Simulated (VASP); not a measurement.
# C (Fd-3m) in VASP: single point with PBE

Aim: the single point of C with PBE.

All numbers are computed with VASP 6.6.1; they aren't measurements. Logs are shortened: lines on timing, memory, paths and dates and some standing lists are left out, and cuts for length are marked.

### Step 1. The cell of the first run

The structure is cubic, space group Fd-3m (No. 227). Conventional cell: a = 3.602 Å, b = 3.602 Å, c = 3.602 Å, α = 90.00°, β = 90.00°, γ = 90.00°. C (site symmetry -43m) has 4 C at 1.56 Å within 2.1 Å.

### Step 2. Single point, PBE

File INCAR:

```
SYSTEM = C
PREC     = Accurate       ! precision mode
ENCUT    = 600            ! plane-wave cutoff, eV
EDIFF    = 1E-6           ! SCF threshold, eV
ISMEAR   = 0              ! smearing method
SIGMA    = 0.01           ! smearing width, eV
LREAL    = .FALSE.        ! projectors in reciprocal space
LASPH    = .TRUE.         ! aspherical terms in the spheres
NELM     = 120            ! most SCF steps
ALGO     = Normal         ! electronic algorithm
ISIF     = 2              ! what is computed and relaxed
LWAVE    = .FALSE.        ! write WAVECAR
LCHARG   = .TRUE.         ! write CHGCAR
GGA      = PE             ! functional
LELF     = .TRUE.         ! ELF
LVHAR    = .TRUE.       
NBANDS   = 11             ! bands
GGA_COMPAT= .FALSE.
```

File KPOINTS:

```
regular mesh
0
G
  4 4 4
  0 0 0
```

File POSCAR:

```
C
1.0
    0.0000000000      1.8011595643      1.8011595643
    1.8011595643      0.0000000000      1.8011595643
    1.8011595643      1.8011595643      0.0000000000
C
2
Direct
    0.1250000000      0.1250000000      0.1250000000
    0.8750000000      0.8750000000      0.8750000000
```

Potentials or basis: VASP PAW PBE potentials, release 64 (C).

Command:

```bash
> cat potpaw_PBE.64/C/POTCAR > POTCAR
> mpirun -np 1 vasp_std > vasp.out
```

OUTCAR:

```text
SYSTEM = C
   PREC = Accurate
   ENCUT = 600
   EDIFF = 1E-6
   ISMEAR = 0
   LREAL = .FALSE.
   LASPH = .TRUE.
   NELM = 120
   ISIF = 2
   GGA = PE

 ion  position               nearest neighbor table
   1  0.125  0.125  0.125-   2 1.56   2 1.56   2 1.56   2 1.56
   2  0.875  0.875  0.875-   1 1.56   1 1.56   1 1.56   1 1.56

  LATTYP: Found a face centered cubic cell.
 ALAT       =     3.6023191286

  Lattice vectors:

 A1 = (   0.0000000000,   1.8011595643,   1.8011595643)
 A2 = (   1.8011595643,   0.0000000000,   1.8011595643)
 A3 = (   1.8011595643,   1.8011595643,   0.0000000000)

Analysis of symmetry for initial positions (statically):
=====================================================================
 Subroutine PRICEL returns:
 Original cell was already a primitive cell.

 Routine SETGRP: Setting up the symmetry group for a
 face centered cubic supercell.

 Subroutine GETGRP returns: Found 48 space group operations
 (whereof 12 operations were pure point group operations)
 out of a pool of 48 trial point group operations.

The static configuration has the point symmetry D_3d.
 The point group associated with its full space group is O_h .

Analysis of symmetry for dynamics (positions and initial velocities):
=====================================================================
 Subroutine PRICEL returns:
 Original cell was already a primitive cell.

 Routine SETGRP: Setting up the symmetry group for a
 face centered cubic supercell.

 Subroutine GETGRP returns: Found 48 space group operations
 (whereof 12 operations were pure point group operations)
 out of a pool of 48 trial point group operations.

The dynamic configuration has the point symmetry D_3d.
 The point group associated with its full space group is O_h .

 Subroutine INISYM returns: Found 48 space group operations
 (whereof 12 operations are pure point group operations),
 and found     1 'primitive' translations

----------------------------------------------------------------------------------------

                                     Primitive cell

  volume of cell :      11.6866

  direct lattice vectors                    reciprocal lattice vectors
     0.000000000  1.801159564  1.801159564    -0.277598948  0.277598948  0.277598948
     1.801159564  0.000000000  1.801159564     0.277598948 -0.277598948  0.277598948
     1.801159564  1.801159564  0.000000000     0.277598948  0.277598948 -0.277598948

  length of vectors
     2.547224284  2.547224284  2.547224284     0.480815482  0.480815482  0.480815482

  position of ions in fractional coordinates (direct lattice)
     0.125000000  0.125000000  0.125000000
     0.875000000  0.875000000  0.875000000

  ion indices of the primitive-cell ions
   primitive index   ion index
                 1           1
                 2           2

----------------------------------------------------------------------------------------

 KPOINTS: regular mesh

Automatic generation of k-mesh.
 Grid dimensions read from file:
 generate k-points for:    4    4    4

 Generating k-lattice:

  Cartesian coordinates                     Fractional coordinates (reciprocal lattice)
    -0.069399737  0.069399737  0.069399737     0.250000000  0.000000000  0.000000000
     0.069399737 -0.069399737  0.069399737     0.000000000  0.250000000  0.000000000
     0.069399737  0.069399737 -0.069399737     0.000000000  0.000000000  0.250000000

  Length of vectors
     0.120203870  0.120203870  0.120203870

  Shift w.r.t. Gamma in fractional coordinates (k-lattice)
     0.000000000  0.000000000  0.000000000

 Subroutine IBZKPT returns following result:
 ===========================================

 Found      8 irreducible k-points:

 Following reciprocal coordinates:
            Coordinates               Weight
  0.000000  0.000000  0.000000      1.000000
  0.250000  0.000000  0.000000      8.000000
  0.500000  0.000000  0.000000      4.000000
  0.250000  0.250000  0.000000      6.000000
  0.500000  0.250000  0.000000     24.000000
 -0.250000  0.250000  0.000000     12.000000
  0.500000  0.500000  0.000000      3.000000
 -0.250000  0.500000  0.250000      6.000000
   k-points           NKPTS =      8   k-points in BZ     NKDIM =      8   number of bands    NBANDS=     11
   number of dos      NEDOS =    301   number of ions     NIONS =      2
   total plane-waves  NPLWV =   8000
   dimension x,y,z NGX =    20 NGY =   20 NGZ =   20
   dimension x,y,z NGXF=    40 NGYF=   40 NGZF=   40
   ions per type =               2
   NGX,Y,Z   is equivalent  to a cutoff of  13.05, 13.05, 13.05 a.u.
   NGXF,Y,Z  is equivalent  to a cutoff of  26.11, 26.11, 26.11 a.u.
 SYSTEM =  C
   PREC   = accura    normal or accurate (medium, high low for compatibility)
   ISTART =      0    job   : 0-new  1-cont  2-samecut
   ICHARG =      2    charge: 1-file 2-atom 10-const
   ISPIN  =      1    spin polarized calculation?
   LNONCOLLINEAR =      F non collinear calculations
   LSORBIT =      F    spin-orbit coupling
   LASPH  =      T    aspherical Exc in radial PAW
   ENCUT  =  600.0 eV  44.10 Ry    6.64 a.u.   5.09  5.09  5.09*2*pi/ulx,y,z
   NELM   =    120;   NELMIN=  2; NELMDL= -5     # of ELM steps
   EDIFF  = 0.1E-05   stopping-criterion for ELM
   LREAL  =      F    real-space projection
   EDIFFG = 0.1E-04   stopping-criterion for IOM
   NSW    =      0    number of steps for IOM
   IBRION =     -1    ionic relax: 0-MD 1-quasi-New 2-CG
   NFREE  =      0    steps in history (QN), initial steepest desc. (CG)
   ISIF   =      2    stress and relaxation
   ISYM   =      2    0-nonsym 1-usesym 2-fastsym
   POTIM  = 0.5000    time-step for ionic-motion
   TEBEG  =    0.0;   TEEND  =   0.0 temperature during run
   PSTRESS=    0.0 pullay stress
   NELECT =       8.0000    total number of electrons
   NUPDOWN=      -1.0000    fix difference up-down
   EMIN   =  10.00;   EMAX   =-10.00  energy-range for DOS
   EFERMI =   0.00;   METHOD = LEGACY
   ISMEAR =     0;   SIGMA  =   0.01  broadening in eV -4-tet -1-fermi 0-gaus
   EFERMI_NEDOS =   21; number of points for ismear=-14 and -15
   IALGO  =     38    algorithm
   IMIX   =      4    mixing-type and parameters
     AMIX     =   0.40;   BMIX     =  1.00
     AMIX_MAG =   1.60;   BMIX_MAG =  1.00
  volume/ion in A,a.u.               =       5.84        39.43
  Fermi-wavevector in a.u.,A,eV,Ry     =   1.442811  2.726517 28.323279  2.081702
  Thomas-Fermi vector in A             =   2.561289
   LORBIT       =      0    0 simple, 1 ext, 2 COOP (PROOUT), +10 PAW based schemes
   GGA     = PE    functional components
   LHFCALC =     F    Hartree Fock is set to
   AEXX    =    0.0000 exact exchange contribution
   IVDW    =     0    specifies the selected vdW correction
   LEPSILON=     F    determine dielectric tensor
   LRPA    =     F    only Hartree local field effects (RPA)
 non-spin polarized calculation
 Gauss-broadening in eV      SIGMA  =   0.01
  energy-cutoff  :      600.00
  volume of cell :       11.69
 maximum number of plane-waves:       399
   NGX = 11   NGY = 11   NGZ = 11

 number of electron       8.0000000 magnetization

 Free energy of the ion-electron system (eV)
  ---------------------------------------------------
  ext. energy  EPLUGINS =         0.00000000
  ---------------------------------------------------
  free energy    TOTEN  =       -18.05114089 eV

  energy without entropy =      -18.05114089  energy(sigma->0) =      -18.05114089

 E-fermi :   9.5222     XC(G=0): -13.0879

 val. band max:        9.3348325862   @ k =   0.0000   0.0000   0.0000
 cond. band min:      13.6943192045   @ k =   0.2500   0.2500   0.0000
 fundamental gap:      4.3594866183
 Fermi energy:         9.5222164101

 k-point     1 :       0.0000    0.0000    0.0000
  band No.  band energies     occupation
      1     -11.7581      2.00000
      2       9.3348      2.00000
      3       9.3348      2.00000
      4       9.3348      2.00000
      5      14.8352      0.00000
      6      14.8352      0.00000
      7      14.8352      0.00000
      8      21.9907      0.00000
      9      28.2427      0.00000
     10      35.5230      0.00000
     11      35.5230      0.00000

 k-point     2 :       0.2500    0.0000    0.0000
  band No.  band energies     occupation
      1     -10.0781      2.00000
      2       2.8760      2.00000
      3       7.6377      2.00000
      4       7.6377      2.00000
      5      16.9778      0.00000
      6      16.9778      0.00000
      7      17.1983      0.00000
      8      23.4829      0.00000
      9      29.6493      0.00000
     10      31.4690      0.00000
     11      31.4690      0.00000

 k-point     3 :       0.5000    0.0000    0.0000
  band No.  band energies     occupation
      1      -6.1483      2.00000
      2      -3.7248      2.00000
      3       6.6082      2.00000
      4       6.6082      2.00000
      5      17.6588      0.00000
      6      17.6588      0.00000
      7      17.7779      0.00000
      8      24.7471      0.00000
      9      30.7967      0.00000
     10      32.9544      0.00000
     11      34.8417      0.00000

 k-point     4 :       0.2500    0.2500    0.0000
  band No.  band energies     occupation
      1      -9.5198      2.00000
      2       4.8502      2.00000
      3       5.3307      2.00000
      4       5.3307      2.00000
      5      13.6943      0.00000
      6      19.3613      0.00000
      7      20.6519      0.00000
      8      20.6519      0.00000
      9      28.9195      0.00000
     10      31.0962      0.00000
     11      38.3894      0.00000

 k-point     5 :       0.5000    0.2500    0.0000
  band No.  band energies     occupation
      1      -5.8729      2.00000
      2      -1.2481      2.00000
      3       2.7438      2.00000
      4       4.5927      2.00000
      5      15.3080      0.00000
      6      20.5243      0.00000
      7      21.8557      0.00000
      8      22.2742      0.00000
      9      29.2328      0.00000
     10      32.3795      0.00000
     11      36.4403      0.00000

 k-point     6 :      -0.2500    0.2500    0.0000
  band No.  band energies     occupation
      1      -7.3876      2.00000
      2       0.7743      2.00000
      3       1.9228      2.00000
      4       6.4052      2.00000
      5      17.0987      0.00000
      6      19.1307      0.00000
      7      21.3741      0.00000
      8      22.8119      0.00000
      9      28.6405      0.00000
     10      29.8651      0.00000
     11      33.5308      0.00000

 k-point     7 :       0.5000    0.5000    0.0000
  band No.  band energies     occupation
      1      -3.2299      2.00000
      2      -3.2299      2.00000
      3       3.2085      2.00000
      4       3.2085      2.00000
      5      14.0171      0.00000
      6      14.0171      0.00000
      7      25.6943      0.00000
      8      25.6943      0.00000
      9      32.0146      0.00000
     10      32.0146      0.00000
     11      41.1890      0.00000

 k-point     8 :      -0.2500    0.5000    0.2500
  band No.  band energies     occupation
      1      -2.4846      2.00000
      2      -2.4846      2.00000
      3       1.2559      2.00000
      4       1.2559      2.00000
      5      19.8122      0.00000
      6      19.8122      0.00000
      7      21.2672      0.00000
      8      21.2672      0.00000
      9      30.1999      0.00000
     10      30.1999      0.00000
     11      39.2511      0.00000

------------------------ aborting loop because EDIFF is reached ----------------------------------------

  FORCE on cell =-STRESS in cart. coord.  units (eV):
  Direction    XX          YY          ZZ          XY          YZ          ZX
  --------------------------------------------------------------------------------------
  -------------------------------------------------------------------------------------
  Total       -0.7033663     -0.7033663     -0.7033663     -0.0000000      0.0000000      0.0000000
  in kB      -96.4285404    -96.4285404    -96.4285404     -0.0000000      0.0000000      0.0000000
  external PRESSURE =     -96.4285404 kB  Pullay stress =       0.0000000 kB

 VOLUME and BASIS-vectors are now :
 -----------------------------------------------------------------------------
  energy-cutoff  :      600.00
  volume of cell :       11.69
      direct lattice vectors                 reciprocal lattice vectors
     0.000000000  1.801159564  1.801159564    -0.277598948  0.277598948  0.277598948
     1.801159564  0.000000000  1.801159564     0.277598948 -0.277598948  0.277598948
     1.801159564  1.801159564  0.000000000     0.277598948  0.277598948 -0.277598948

 POSITION                                       TOTAL-FORCE (eV/Angst)
 -----------------------------------------------------------------------------------
      0.45029      0.45029      0.45029        -0.000000     -0.000000     -0.000000
      3.15203      3.15203      3.15203         0.000000      0.000000      0.000000
 -----------------------------------------------------------------------------------
    total drift:                                0.000000      0.000000     -0.000000

  FREE ENERGIE OF THE ION-ELECTRON SYSTEM (eV)
  ---------------------------------------------------
  free  energy   TOTEN  =       -18.0511408914 eV

  energy  without entropy=      -18.0511408914  energy(sigma->0) =      -18.05114089
```

It used 4.4 s of CPU time on 1 thread of Intel Xeon 8259CL, with other jobs on the host.

What came out:

```
Free energy            : -18.0511 eV
Pressure               : -9.6 GPa
Band gap on the k mesh : 4.36 eV, indirect (least direct gap 5.50 eV)
```

Levels at points of the mesh, in eV from the valence-band top:
```tsv
k point	band 1	band 2	band 3	band 4	band 5	band 6	band 7	band 8
(0.00, 0.00, 0.00)	-21.09	0.00	0.00	0.00	5.50	5.50	5.50	12.66
(0.50, 0.00, 0.00)	-15.48	-13.06	-2.73	-2.73	8.32	8.32	8.44	15.41
(0.50, 0.50, 0.00)	-12.56	-12.56	-6.13	-6.13	4.68	4.68	16.36	16.36
```

Caveat: the k points lie up to 0.76 Å⁻¹ apart.
